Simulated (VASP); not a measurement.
# SiC3 (P-6m2) in VASP: notebook

SiC3 is run at these levels: PBE; tasks: single point, relaxation of cell and atoms.

Everything below comes from runs of VASP 6.6.1. Logs are shortened: lines on timing, memory, paths and dates and some standing lists are left out, and cuts for length are marked.

**1. The cell of the first run**

Symmetry: P-6m2, No. 187, hexagonal system. The conventional cell has a = 2.511 Å, b = 2.511 Å, c = 6.720 Å, α = 90.00°, β = 90.00°, γ = 120.00°. Within 3.4 Å of Si (site symmetry -6m2) lie 6 Si at 2.51 Å and 8 C at 2.89 to 3.36 Å. Within 2.2 Å of C (site symmetry 3m) lie 4 C at 1.69 to 1.72 Å. C (site symmetry -6m2) has 6 C at 1.69 Å within 2.2 Å.

**2. Single point, PBE**

Input file INCAR:

```
ALGO = Normal
EDIFF = 1E-7
ENCUT = 520
GGA = PE
ISIF = 2
ISMEAR = 0
LASPH = True
LCHARG = False
LREAL = False
LWAVE = False
NBANDS = 16
NELM = 60
PREC = Accurate
SIGMA = 0.1
```

Input file KPOINTS:

```
k-points
0
Gamma
  24 24 8
```

Input file POSCAR:

```
SiC3
1.0
    2.5113354428      0.0000000000      0.0000000000
   -1.2556677214      2.1748802909      0.0000000000
    0.0000000000      0.0000000000      6.7202591460
Si C
1 3
Direct
    0.6666666667      0.3333333333      0.5000000000
    0.3333333333      0.6666666667      0.8721176333
    0.3333333333      0.6666666667      0.1278823667
    0.6666666667      0.3333333333      0.0000000000
```

Potentials or basis: VASP PAW PBE potentials, release 64 (Si, C).

Launch:

```sh
cat potpaw_PBE.64/Si/POTCAR potpaw_PBE.64/C/POTCAR > POTCAR
mpirun -np 1 vasp_std > vasp.out
```

OUTCAR:

```text
EDIFF = 1E-7
   ENCUT = 520
   GGA = PE
   ISIF = 2
   ISMEAR = 0
   LASPH = True
   LREAL = False
   NELM = 60
   PREC = Accurate

 ion  position               nearest neighbor table
   1  0.667  0.333  0.500-
   2  0.333  0.667  0.872-   4 1.69   4 1.69   4 1.69   3 1.72
   3  0.333  0.667  0.128-   4 1.69   4 1.69   4 1.69   2 1.72
   4  0.667  0.333  0.000-   2 1.69   3 1.69   2 1.69   3 1.69   2 1.69   3 1.69

  LATTYP: Found a hexagonal cell.
 ALAT       =     2.5113354428
 C/A-ratio  =     2.6759703349

  Lattice vectors:

 A1 = (   2.5113354428,   0.0000000000,   0.0000000000)
 A2 = (  -1.2556677214,   2.1748802909,   0.0000000000)
 A3 = (   0.0000000000,   0.0000000000,   6.7202591460)

Analysis of symmetry for initial positions (statically):
=====================================================================
 Subroutine PRICEL returns:
 Original cell was already a primitive cell.

 Routine SETGRP: Setting up the symmetry group for a
 hexagonal supercell.

 Subroutine GETGRP returns: Found 12 space group operations
 (whereof 12 operations were pure point group operations)
 out of a pool of 24 trial point group operations.

The static configuration has the point symmetry D_3h.

Analysis of symmetry for dynamics (positions and initial velocities):
=====================================================================
 Subroutine PRICEL returns:
 Original cell was already a primitive cell.

 Routine SETGRP: Setting up the symmetry group for a
 hexagonal supercell.

 Subroutine GETGRP returns: Found 12 space group operations
 (whereof 12 operations were pure point group operations)
 out of a pool of 24 trial point group operations.

The dynamic configuration has the point symmetry D_3h.

 Subroutine INISYM returns: Found 12 space group operations
 (whereof 12 operations are pure point group operations),
 and found     1 'primitive' translations

----------------------------------------------------------------------------------------

                                     Primitive cell

  volume of cell :      36.7051

  direct lattice vectors                    reciprocal lattice vectors
     2.511335443  0.000000000  0.000000000     0.398194516  0.229897711  0.000000000
    -1.255667721  2.174880291  0.000000000     0.000000000  0.459795421  0.000000000
     0.000000000  0.000000000  6.720259146     0.000000000  0.000000000  0.148803785

  length of vectors
     2.511335443  2.511335443  6.720259146     0.459795421  0.459795421  0.148803785

  position of ions in fractional coordinates (direct lattice)
     0.666666667  0.333333333  0.500000000
     0.333333333  0.666666667  0.872117633
     0.333333333  0.666666667  0.127882367
     0.666666667  0.333333333  0.000000000

  ion indices of the primitive-cell ions
   primitive index   ion index
                 1           1
                 2           2
                 3           3
                 4           4

----------------------------------------------------------------------------------------

 KPOINTS: k-points

Automatic generation of k-mesh.
 Grid dimensions read from file:
 generate k-points for:   24   24    8

 Generating k-lattice:

  Cartesian coordinates                     Fractional coordinates (reciprocal lattice)
     0.016591438  0.009579071  0.000000000     0.041666667 -0.000000000  0.000000000
     0.000000000  0.019158143  0.000000000     0.000000000  0.041666667  0.000000000
     0.000000000  0.000000000  0.018600473     0.000000000  0.000000000  0.125000000

  Length of vectors
     0.019158143  0.019158143  0.018600473

  Shift w.r.t. Gamma in fractional coordinates (k-lattice)
     0.000000000  0.000000000  0.000000000

 Subroutine IBZKPT returns following result:
 ===========================================

 Found    305 irreducible k-points:

 Following reciprocal coordinates:
            Coordinates               Weight
  0.000000  0.000000  0.000000      1.000000
  0.041667 -0.000000  0.000000      6.000000
  0.083333 -0.000000  0.000000      6.000000
  0.125000  0.000000  0.000000      6.000000
  0.166667 -0.000000  0.000000      6.000000
  0.208333 -0.000000  0.000000      6.000000
[... 16 lines left out ...]
  0.416667  0.041667  0.000000     12.000000
  0.458333  0.041667  0.000000     12.000000
 [... further k-points ...]
   k-points           NKPTS =    305   k-points in BZ     NKDIM =    305   number of bands    NBANDS=     16
   number of dos      NEDOS =    301   number of ions     NIONS =      4
   total plane-waves  NPLWV =  20000
   dimension x,y,z NGX =    20 NGY =   20 NGZ =   50
   dimension x,y,z NGXF=    40 NGYF=   40 NGZF=  100
   ions per type =               1   3
   NGX,Y,Z   is equivalent  to a cutoff of  13.24, 13.24, 12.37 a.u.
   NGXF,Y,Z  is equivalent  to a cutoff of  26.48, 26.48, 24.74 a.u.
 SYSTEM =  unknown system
   PREC   = accura    normal or accurate (medium, high low for compatibility)
   ISTART =      0    job   : 0-new  1-cont  2-samecut
   ICHARG =      2    charge: 1-file 2-atom 10-const
   ISPIN  =      1    spin polarized calculation?
   LNONCOLLINEAR =      F non collinear calculations
   LSORBIT =      F    spin-orbit coupling
   LASPH  =      T    aspherical Exc in radial PAW
   ENCUT  =  520.0 eV  38.22 Ry    6.18 a.u.   4.67  4.67 12.50*2*pi/ulx,y,z
   NELM   =     60;   NELMIN=  2; NELMDL= -5     # of ELM steps
   EDIFF  = 0.1E-06   stopping-criterion for ELM
   LREAL  =      F    real-space projection
   EDIFFG = 0.1E-05   stopping-criterion for IOM
   NSW    =      0    number of steps for IOM
   IBRION =     -1    ionic relax: 0-MD 1-quasi-New 2-CG
   NFREE  =      0    steps in history (QN), initial steepest desc. (CG)
   ISIF   =      2    stress and relaxation
   ISYM   =      2    0-nonsym 1-usesym 2-fastsym
   POTIM  = 0.5000    time-step for ionic-motion
   TEBEG  =    0.0;   TEEND  =   0.0 temperature during run
   PSTRESS=    0.0 pullay stress
   NELECT =      16.0000    total number of electrons
   NUPDOWN=      -1.0000    fix difference up-down
   EMIN   =  10.00;   EMAX   =-10.00  energy-range for DOS
   EFERMI =   0.00;   METHOD = LEGACY
   ISMEAR =     0;   SIGMA  =   0.10  broadening in eV -4-tet -1-fermi 0-gaus
   EFERMI_NEDOS =   21; number of points for ismear=-14 and -15
   IALGO  =     38    algorithm
   IMIX   =      4    mixing-type and parameters
     AMIX     =   0.40;   BMIX     =  1.00
     AMIX_MAG =   1.60;   BMIX_MAG =  1.00
  volume/ion in A,a.u.               =       9.18        61.92
  Fermi-wavevector in a.u.,A,eV,Ry     =   1.241289  2.345695 20.963823  1.540798
  Thomas-Fermi vector in A             =   2.375693
   LORBIT       =      0    0 simple, 1 ext, 2 COOP (PROOUT), +10 PAW based schemes
   GGA     = PE    functional components
   LHFCALC =     F    Hartree Fock is set to
   AEXX    =    0.0000 exact exchange contribution
   IVDW    =     0    specifies the selected vdW correction
   LEPSILON=     F    determine dielectric tensor
   LRPA    =     F    only Hartree local field effects (RPA)
 non-spin polarized calculation
 Gauss-broadening in eV      SIGMA  =   0.10
  energy-cutoff  :      520.00
  volume of cell :       36.71
 maximum number of plane-waves:      1009
 NGX is ok and might be reduce to    20
   NGX =  9   NGY =  9   NGZ = 25

 number of electron      16.0000001 magnetization

 Free energy of the ion-electron system (eV)
  ---------------------------------------------------
  ext. energy  EPLUGINS =         0.00000000
  ---------------------------------------------------
  free energy    TOTEN  =       -24.26622826 eV

  energy without entropy =      -24.26000326  energy(sigma->0) =      -24.26311576

 E-fermi :   8.7290     XC(G=0): -11.6375

 val. band max:        8.7232337225   @ k =   0.3333   0.2500   0.5000
 cond. band min:       8.7294779235   @ k =   0.4167   0.1250   0.3750
 fundamental gap:      0.0062442009
 Fermi energy:         8.7289748142

 k-point     1 :       0.0000    0.0000    0.0000
  band No.  band energies     occupation
      1     -14.0148      2.00000
      2      -5.2810      2.00000
      3      -4.4164      2.00000
      4       3.1509      2.00000
      5       4.3217      2.00000
      6       5.1953      2.00000
[... 8 lines left out ...]
     15      20.6876      0.00000
     16      22.4635      0.00000

 k-point     2 :       0.0417   -0.0000    0.0000
  band No.  band energies     occupation
      1     -13.9725      2.00000
      2      -5.2379      2.00000
      3      -4.3639      2.00000
      4       3.1702      2.00000
      5       4.3663      2.00000
      6       4.9566      2.00000
[... 8 lines left out ...]
     15      20.6339      0.00000
     16      21.4432      0.00000

 k-point     3 :       0.0833   -0.0000    0.0000
  band No.  band energies     occupation
      1     -13.8458      2.00000
      2      -5.1089      2.00000
      3      -4.2065      2.00000
      4       3.1845      2.00000
      5       4.3591      2.00000
      6       4.4991      2.00000
[... 8 lines left out ...]
     15      20.2054      0.00000
     16      20.4712      0.00000

 k-point     4 :       0.1250    0.0000    0.0000
  band No.  band energies     occupation
      1     -13.6351      2.00000
      2      -4.8943      2.00000
      3      -3.9448      2.00000
      4       2.8516      2.00000
      5       3.8927      2.00000
      6       4.4649      2.00000
[... 8 lines left out ...]
     15      19.5516      0.00000
     16      19.9837      0.00000

 k-point     5 :       0.1667   -0.0000    0.0000
  band No.  band energies     occupation
      1     -13.3416      2.00000
      2      -4.5953      2.00000
      3      -3.5799      2.00000
      4       1.8844      2.00000
      5       3.9671      2.00000
      6       4.0323      2.00000
[... 8 lines left out ...]
     15      19.2170      0.00000
     16      19.2589      0.00000

 k-point     6 :       0.2083   -0.0000    0.0000
  band No.  band energies     occupation
      1     -12.9667      2.00000
      2      -4.2134      2.00000
      3      -3.1139      2.00000
      4       0.7085      2.00000
      5       3.5872      2.00000
      6       4.2347      2.00000
[... 8 lines left out ...]
     15      18.6009      0.00000
     16      19.0540      0.00000

 k-point     7 :       0.2500    0.0000    0.0000
  band No.  band energies     occupation
      1     -12.5130      2.00000
      2      -3.7511      2.00000
      3      -2.5538      2.00000
      4      -0.5123      2.00000
      5       3.1613      2.00000
      6       4.5794      2.00000
[... 8 lines left out ...]
     15      18.1223      0.00000
     16      18.7547      0.00000

 k-point     8 :       0.2917    0.0000    0.0000
  band No.  band energies     occupation
      1     -11.9848      2.00000
      2      -3.2119      2.00000
      3      -2.0414      2.00000
      4      -1.5830      2.00000
      5       2.7763      2.00000
      6       4.9627      2.00000
[... 8 lines left out ...]
     15      17.8949      0.00000
     16      17.9773      0.00000

 k-point     9 :       0.3333   -0.0000    0.0000
  band No.  band energies     occupation
      1     -11.3899      2.00000
      2      -2.9874      2.00000
      3      -2.6025      2.00000
      4      -1.0612      2.00000
      5       2.4469      2.00000
      6       4.9896      2.00000
[... 8 lines left out ...]
     15      17.0543      0.00000
     16      18.0490      0.00000
[... 172 lines left out ...]
 k-point    19 :       0.2500    0.0417    0.0000
  band No.  band energies     occupation
      1     -12.2272      2.00000
      2      -3.4595      2.00000
      3      -2.2146      2.00000
      4      -1.1108      2.00000
      5       2.7785      2.00000
      6       4.8022      2.00000
[... 8 lines left out ...]
     15      17.2038      0.00000
     16      18.4487      0.00000

 k-point    20 :       0.2917    0.0417    0.0000
  band No.  band energies     occupation
      1     -11.6648      2.00000
      2      -2.8845      2.00000
      3      -2.4165      2.00000
      4      -1.3939      2.00000
      5       2.4120      2.00000
      6       5.1876      2.00000
[... 8 lines left out ...]
     15      17.5166      0.00000
     16      17.5979      0.00000

 k-point    21 :       0.3333    0.0417    0.0000
  band No.  band energies     occupation
      1     -11.0420      2.00000
      2      -3.5383      2.00000
      3      -2.2441      2.00000
      4      -0.6127      2.00000
      5       2.1088      2.00000
      6       4.5619      2.00000
[... 8 lines left out ...]
     15      16.7057      0.00000
     16      17.9430      0.00000

 k-point    22 :       0.3750    0.0417    0.0000
  band No.  band energies     occupation
      1     -10.3817      2.00000
      2      -4.6022      2.00000
      3      -1.5561      2.00000
      4       0.2854      2.00000
      5       1.8765      2.00000
      6       3.6316      2.00000
[... 8 lines left out ...]
     15      16.1517      0.00000
     16      18.2751      0.00000

 k-point    23 :       0.4167    0.0417    0.0000
  band No.  band energies     occupation
      1      -9.7410      2.00000
      2      -5.5182      2.00000
      3      -0.8662      2.00000
      4       1.2586      2.00000
      5       1.7235      2.00000
      6       2.7511      2.00000
[... 8 lines left out ...]
     15      16.0289      0.00000
     16      18.4878      0.00000

 k-point    24 :       0.4583    0.0417    0.0000
  band No.  band energies     occupation
      1      -9.2776      2.00000
      2      -6.1209      2.00000
      3      -0.3291      2.00000
      4       1.6314      2.00000
      5       2.1123      2.00000
      6       2.2430      2.00000
[... 8 lines left out ...]
     15      16.0387      0.00000
     16      18.5873      0.00000

 [... further k-points ...]
[... 5 lines left out ...]
  --------------------------------------------------------------------------------------
  -------------------------------------------------------------------------------------
  Total        0.0337492      0.0337492      0.0621110      0.0000000      0.0000000     -0.0000000
  in kB        1.4731526      1.4731526      2.7111484      0.0000000      0.0000000     -0.0000000
  external PRESSURE =       1.8858179 kB  Pullay stress =       0.0000000 kB

 VOLUME and BASIS-vectors are now :
 -----------------------------------------------------------------------------
  energy-cutoff  :      520.00
  volume of cell :       36.71
      direct lattice vectors                 reciprocal lattice vectors
     2.511335443  0.000000000  0.000000000     0.398194516  0.229897711  0.000000000
    -1.255667721  2.174880291  0.000000000     0.000000000  0.459795421  0.000000000
     0.000000000  0.000000000  6.720259146     0.000000000  0.000000000  0.148803785

 POSITION                                       TOTAL-FORCE (eV/Angst)
 -----------------------------------------------------------------------------------
      1.25567      0.72496      3.36013        -0.000000     -0.000000      0.000000
     -0.00000      1.44992      5.86086         0.000000     -0.000000     -0.039115
     -0.00000      1.44992      0.85940         0.000000     -0.000000      0.039115
      1.25567      0.72496      0.00000        -0.000000      0.000000      0.000000
 -----------------------------------------------------------------------------------
    total drift:                               -0.000000      0.000000     -0.000000

  FREE ENERGIE OF THE ION-ELECTRON SYSTEM (eV)
  ---------------------------------------------------
  free  energy   TOTEN  =       -24.2662282600 eV

  energy  without entropy=      -24.2600032587  energy(sigma->0) =      -24.26311576
```

It took 3.4 min on 1 thread of Intel Xeon 8259CL, shared host; peak memory 0.27 GiB.

What came out:

```
Free energy            : -24.2662 eV
Pressure               : 0.2 GPa
Largest force          : 0.039 eV/Å
Band gap on the k mesh : zero (bands 8 and 9 overlap by 5.90 eV)
```

Forces on the atoms (eV/Å):
```
Si   0.000  0.000  0.000
C    0.000  0.000 -0.039
C    0.000  0.000  0.039
C    0.000  0.000  0.000
```

Stress tensor (GPa, compression positive):
```
0.15 0.00 0.00
0.00 0.15 0.00
0.00 0.00 0.27
```

Levels at points of the mesh, in eV from the Fermi level:
| k point | band 4 | band 5 | band 6 | band 7 | band 8 | band 9 | band 10 | band 11 | band 12 | band 13 |
| --- | --- | --- | --- | --- | --- | --- | --- | --- | --- | --- |
| (0.00, 0.00, 0.00) | -5.58 | -4.41 | -3.53 | -3.53 | 3.59 | 3.59 | 3.76 | 4.53 | 4.53 | 4.66 |
| (0.50, 0.00, 0.00) | -6.90 | -6.74 | -6.27 | -5.25 | -1.85 | 1.60 | 1.65 | 2.26 | 3.83 | 5.89 |
| (0.00, 0.00, 0.50) | -8.04 | -3.53 | -3.53 | 0.17 | 0.24 | 3.59 | 3.59 | 4.54 | 4.54 | 4.78 |
| (0.50, 0.00, 0.50) | -7.26 | -6.89 | -4.89 | -4.79 | -3.57 | 0.98 | 1.58 | 2.80 | 4.83 | 6.41 |

**3. Relaxation of cell and atoms, PBE**

This run uses another cell than the first one, of 8.92 Å³/atom.

Input file INCAR:

```
SYSTEM = SiC3
PREC     = Accurate       ! precision mode
ENCUT    = 600            ! plane-wave cutoff, eV
EDIFF    = 1E-7           ! SCF threshold, eV
ISMEAR   = 0              ! smearing method
SIGMA    = 0.1            ! smearing width, eV
LREAL    = .FALSE.        ! projectors in reciprocal space
LASPH    = .TRUE.         ! aspherical terms in the spheres
NELM     = 100            ! most SCF steps
ALGO     = Normal         ! electronic algorithm
ISIF     = 3              ! what is computed and relaxed
LWAVE    = .FALSE.        ! write WAVECAR
LCHARG   = .FALSE.        ! write CHGCAR
GGA      = PE             ! functional
IBRION   = 2              ! ionic algorithm
NSW      = 100            ! ionic steps
EDIFFG   = -0.01          ! ionic threshold
```

Input file KPOINTS:

```
regular mesh
0
G
  24 24 8
  0 0 0
```

Input file POSCAR:

```
SiC3
1.0
    2.5135713951      0.0000000000      0.0000000000
   -1.2567856975      2.1768166824      0.0000000000
    0.0000000000      0.0000000000      6.5242364222
Si C
1 3
Direct
    0.6666666667      0.3333333333      0.5000000000
    0.3333333333      0.6666666667      0.8684130907
    0.3333333333      0.6666666667      0.1315869093
    0.6666666667      0.3333333333      0.0000000000
```

Potentials or basis: VASP PAW PBE potentials, release 64 (Si, C).

Launch:

```sh
cat potpaw_PBE.64/Si/POTCAR potpaw_PBE.64/C/POTCAR > POTCAR
mpirun -np 1 vasp_std > vasp.out
```

It took 16 min on 1 thread of Intel Xeon 8259CL, shared host; peak memory 0.28 GiB.

Results (log left out):

```yaml
Free_energy: -24.2679 eV
Relaxed_volume: 9.16 Å³/atom
Relaxed_cell: a = 2.512 Å, b = 2.512 Å, c = 6.710 Å, α = 90.00°, β = 90.00°, γ = 120.00°
Space_group_after_relaxing_to_0.1_Å: P-6m2 (No. 187)
Energy_gained_by_relaxing: 2.8 meV/atom
Ionic_steps: 9
Pressure_after_relaxing: 0.0 GPa
Largest_force_after_relaxing: 0.009 eV/Å
Band_gap_on_the_k_mesh: zero (bands 8 and 9 overlap by 5.90 eV)
```

Forces on the atoms (eV/Å):
```
Si   0.000  0.000  0.000
C    0.000  0.000 -0.009
C    0.000  0.000  0.009
C    0.000  0.000  0.000
```

Stress tensor (GPa, compression positive):
```
-0.07  0.00  0.00
 0.00 -0.07  0.00
 0.00  0.00  0.10
```

The path:
```csv
step,energy change (eV),largest force (eV/Å),pressure (GPa),volume (Å³)
1,0.0000,0.1299,1.18,35.70
2,-0.0027,0.3849,-0.30,36.04
3,-0.0045,0.1872,0.26,35.90
4,-0.0075,0.1252,0.38,36.05
5,-0.0105,0.0234,0.76,36.40
6,-0.0105,0.0385,0.81,36.43
7,-0.0105,0.0629,-0.88,36.88
8,-0.0110,0.0100,-0.01,36.64
9,-0.0110,0.0090,-0.01,36.65
```

Final structure:
```
CELL_PARAMETERS angstrom
2.51158 0.00000 0.00000
-1.25579 2.17510 0.00000
0.00000 0.00000 6.70975
ATOMIC_POSITIONS crystal
Si 0.66667 0.33333 0.50000
C 0.33333 0.66667 0.87177
C 0.33333 0.66667 0.12823
C 0.66667 0.33333 0.00000
```

Levels at points of the mesh, in eV from the Fermi level:
| k point | band 4 | band 5 | band 6 | band 7 | band 8 | band 9 | band 10 | band 11 | band 12 |
| --- | --- | --- | --- | --- | --- | --- | --- | --- | --- |
| (0.00, 0.00, 0.00) | -5.57 | -4.41 | -3.52 | -3.52 | 3.59 | 3.59 | 3.79 | 4.54 | 4.54 |
| (0.50, 0.00, 0.00) | -6.88 | -6.75 | -6.29 | -5.26 | -1.84 | 1.60 | 1.65 | 2.27 | 3.83 |
| (0.00, 0.00, 0.50) | -8.06 | -3.52 | -3.52 | 0.21 | 0.24 | 3.58 | 3.58 | 4.54 | 4.54 |
| (0.50, 0.00, 0.50) | -7.28 | -6.88 | -4.89 | -4.79 | -3.58 | 0.97 | 1.58 | 2.81 | 4.82 |
